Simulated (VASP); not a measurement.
# Mg (P6_3/mmc) in VASP: further runs

Mg is run at these levels: revPBE; tasks: single point.

Everything below comes from runs of VASP 6.6.1. Logs are shortened: lines on timing, memory, paths and dates and some standing lists are left out, and cuts for length are marked.

**1. The cell of the first run**

The structure is hexagonal, space group P6_3/mmc (No. 194). Conventional cell: a = 3.089 Å, b = 3.089 Å, c = 5.016 Å, α = 90.00°, β = 90.00°, γ = 120.00°. Within 4.1 Å of Mg (site symmetry -6m2) lie 12 Mg at 3.08 to 3.09 Å.

**2. Single point, revPBE (volume scaled by 0.88)**

Contents of INCAR:

```
SYSTEM = Mg
ALGO = Normal
EDIFF = 1E-6
ENCUT = 520
GGA = RE
ISIF = 2
ISMEAR = -1
LASPH = .TRUE.
LCHARG = .TRUE.
LELF = .TRUE.
LREAL = .FALSE.
LVHAR = .TRUE.
LWAVE = .FALSE.
NBANDS = 9
NELM = 80
PREC = Accurate
SIGMA = 0.1
```

Contents of KPOINTS:

```
k-points
0
G
  18 18 10
  0 0 0
```

Contents of POSCAR:

```
Mg
1.0
    3.0893050385      0.0000000000      0.0000000000
   -1.5446525192      2.6754166434      0.0000000000
    0.0000000000      0.0000000000      5.0158647369
Mg
2
Direct
    0.3333333333      0.6666666667      0.2500000000
    0.6666666667      0.3333333333      0.7500000000
```

Potentials or basis: VASP PAW PBE potentials, release 64 (Mg).

On the command line:

```sh
cat potpaw_PBE.64/Mg/POTCAR > POTCAR
mpirun -np 1 vasp_std > vasp.out
```

OUTCAR:

```text
SYSTEM = Mg
   EDIFF = 1E-6
   ENCUT = 520
   GGA = RE
   ISIF = 2
   ISMEAR = -1
   LASPH = .TRUE.
   LREAL = .FALSE.
   NELM = 80
   PREC = Accurate

 ion  position               nearest neighbor table
   1  0.333  0.667  0.250-   2 3.08   2 3.08   2 3.08   2 3.08   2 3.08   2 3.08
   2  0.667  0.333  0.750-   1 3.08   1 3.08   1 3.08   1 3.08   1 3.08   1 3.08

  LATTYP: Found a hexagonal cell.
 ALAT       =     3.0893050385
 C/A-ratio  =     1.6236223598

  Lattice vectors:

 A1 = (   3.0893050385,   0.0000000000,   0.0000000000)
 A2 = (  -1.5446525192,   2.6754166434,   0.0000000000)
 A3 = (   0.0000000000,   0.0000000000,   5.0158647369)

Analysis of symmetry for initial positions (statically):
=====================================================================
 Subroutine PRICEL returns:
 Original cell was already a primitive cell.

 Routine SETGRP: Setting up the symmetry group for a
 hexagonal supercell.

 Subroutine GETGRP returns: Found 24 space group operations
 (whereof 12 operations were pure point group operations)
 out of a pool of 24 trial point group operations.

The static configuration has the point symmetry D_3d.
 The point group associated with its full space group is D_6h.

Analysis of symmetry for dynamics (positions and initial velocities):
=====================================================================
 Subroutine PRICEL returns:
 Original cell was already a primitive cell.

 Routine SETGRP: Setting up the symmetry group for a
 hexagonal supercell.

 Subroutine GETGRP returns: Found 24 space group operations
 (whereof 12 operations were pure point group operations)
 out of a pool of 24 trial point group operations.

The dynamic configuration has the point symmetry D_3d.
 The point group associated with its full space group is D_6h.

 Subroutine INISYM returns: Found 24 space group operations
 (whereof 12 operations are pure point group operations),
 and found     1 'primitive' translations

----------------------------------------------------------------------------------------

                                     Primitive cell

  volume of cell :      41.4570

  direct lattice vectors                    reciprocal lattice vectors
     3.089305039  0.000000000  0.000000000     0.323697397  0.186886779  0.000000000
    -1.544652519  2.675416643  0.000000000     0.000000000  0.373773559  0.000000000
     0.000000000  0.000000000  5.015864737     0.000000000  0.000000000  0.199367418

  length of vectors
     3.089305039  3.089305038  5.015864737     0.373773559  0.373773559  0.199367418

  position of ions in fractional coordinates (direct lattice)
[... 82 lines left out ...]
   NSW    =      0    number of steps for IOM
   IBRION =     -1    ionic relax: 0-MD 1-quasi-New 2-CG
   NFREE  =      0    steps in history (QN), initial steepest desc. (CG)
   ISIF   =      2    stress and relaxation
   ISYM   =      2    0-nonsym 1-usesym 2-fastsym
   POTIM  = 0.5000    time-step for ionic-motion
   TEBEG  =    0.0;   TEEND  =   0.0 temperature during run
   PSTRESS=    0.0 pullay stress
   NELECT =       4.0000    total number of electrons
   NUPDOWN=      -1.0000    fix difference up-down
   EMIN   =  10.00;   EMAX   =-10.00  energy-range for DOS
   EFERMI =   0.00;   METHOD = LEGACY
   ISMEAR =    -1;   SIGMA  =   0.10  broadening in eV -4-tet -1-fermi 0-gaus
   EFERMI_NEDOS =   21; number of points for ismear=-14 and -15
   IALGO  =     38    algorithm
   IMIX   =      4    mixing-type and parameters
     AMIX     =   0.40;   BMIX     =  1.00
     AMIX_MAG =   1.60;   BMIX_MAG =  1.00
  volume/ion in A,a.u.               =      20.73       139.88
  Fermi-wavevector in a.u.,A,eV,Ry     =   0.750865  1.418930  7.670951  0.563799
  Thomas-Fermi vector in A             =   1.847715
   LORBIT       =      0    0 simple, 1 ext, 2 COOP (PROOUT), +10 PAW based schemes
   GGA     = RE    functional components
   LHFCALC =     F    Hartree Fock is set to
   AEXX    =    0.0000 exact exchange contribution
   IVDW    =     0    specifies the selected vdW correction
   LEPSILON=     F    determine dielectric tensor
   LRPA    =     F    only Hartree local field effects (RPA)
 non-spin polarized calculation
  energy-cutoff  :      520.00
  volume of cell :       41.46
 maximum number of plane-waves:      1128
 NGX is ok and might be reduce to    24
   NGX = 11   NGY = 11   NGZ = 19

 number of electron       4.0000000 magnetization

 Free energy of the ion-electron system (eV)
  ---------------------------------------------------
  ext. energy  EPLUGINS =         0.00000000
  ---------------------------------------------------
  free energy    TOTEN  =        -2.64980642 eV

  energy without entropy =       -2.62511352  energy(sigma->0) =       -2.63745997

 E-fermi :   3.2753     XC(G=0):  -8.7275

 val. band max:        3.2567914377   @ k =   0.4444  -0.0000   0.4000
 cond. band min:       3.2798167254   @ k =   0.5000   0.0000   0.4000
 fundamental gap:      0.0230252877
 Fermi energy:         3.2753335886

 k-point     1 :       0.0000    0.0000    0.0000
  band No.  band energies     occupation
      1      -4.1034      2.00000
      2       1.4043      2.00000
      3       2.0664      1.99999
      4      14.8377      0.00000
      5      14.8377      0.00000
      6      15.1969      0.00000
      7      15.1969      0.00000
      8      15.7164      0.00000
      9      17.6994      0.00000
[... 265 lines left out ...]
 k-point    24 :       0.3889    0.1111    0.0000
  band No.  band energies     occupation
      1       0.1463      2.00000
      2       2.3172      1.99986
      3       5.3642      0.00000
      4       6.1436      0.00000
      5       7.5081      0.00000
      6       7.5200      0.00000
      7       9.6676      0.00000
      8      12.8927      0.00000
      9      14.2820      0.00000

 [... further k-points ...]
[... 5 lines left out ...]
  --------------------------------------------------------------------------------------
  -------------------------------------------------------------------------------------
  Total        1.4514115      1.4514115      1.3954090      0.0000000      0.0000000      0.0000000
  in kB       56.0922813     56.0922813     53.9279699      0.0000000      0.0000000      0.0000000
  external PRESSURE =      55.3708442 kB  Pullay stress =       0.0000000 kB

 VOLUME and BASIS-vectors are now :
 -----------------------------------------------------------------------------
  energy-cutoff  :      520.00
  volume of cell :       41.46
      direct lattice vectors                 reciprocal lattice vectors
     3.089305039  0.000000000  0.000000000     0.323697397  0.186886779  0.000000000
    -1.544652519  2.675416643  0.000000000     0.000000000  0.373773559  0.000000000
     0.000000000  0.000000000  5.015864737     0.000000000  0.000000000  0.199367418

 POSITION                                       TOTAL-FORCE (eV/Angst)
 -----------------------------------------------------------------------------------
     -0.00000      1.78361      1.25397         0.000000      0.000000      0.000000
      1.54465      0.89181      3.76190        -0.000000     -0.000000     -0.000000
 -----------------------------------------------------------------------------------
    total drift:                                0.000000     -0.000000      0.000000

  FREE ENERGIE OF THE ION-ELECTRON SYSTEM (eV)
  ---------------------------------------------------
  free  energy   TOTEN  =        -2.6498064204 eV

  energy  without entropy=       -2.6251135189  energy(sigma->0) =       -2.63745997
```

stdout:

```text
POSCAR found type information on POSCAR Mg
 POSCAR found :  1 types and       2 ions
 scaLAPACK will be used
 -----------------------------------------------------------------------------
|                                                                             |
|                                                                             |
|     You enforced a specific xc type in the INCAR file but a different       |
|     I HOPE YOU KNOW WHAT YOU ARE DOING!                                     |
|                                                                             |
 -----------------------------------------------------------------------------

 LDA part: xc-table for (Slater+PW92), standard interpolation
 POSCAR, INCAR and KPOINTS ok, starting setup
 FFT: planning ... GRIDC
 FFT: planning ... GRID_SOFT
 FFT: planning ... GRID
 WAVECAR not read
 entering main loop
```

It took 27 s on 1 thread of Intel Xeon 6975P-C, shared host; peak memory 0.22 GiB.

What came out:

```yaml
Free_energy: -2.6498 eV
Pressure: 5.5 GPa
Band_gap_on_the_k_mesh: zero (band 2 reaches 4.24 eV, above the bottom of band 3 at 2.07 eV)
```

Levels at points of the mesh, in eV from the Fermi level:
```tsv
k point	band 1	band 2	band 3	band 4	band 5	band 6	band 7
(0.00, 0.00, 0.00)	-7.38	-1.87	-1.21	11.56	11.56	11.92	11.92
(0.50, 0.00, 0.00)	-2.33	-2.21	2.82	3.04	3.61	3.97	7.46
(0.00, 0.00, 0.50)	-5.89	-5.89	5.36	5.36	12.32	12.32	12.32
(0.50, 0.00, 0.50)	-1.23	-1.23	-0.39	-0.39	8.37	8.37	8.68
```

Caveat: the PAW data sets were made with another functional, which shifts forces and pressure a little.

(Continued in part 2 of 2.)
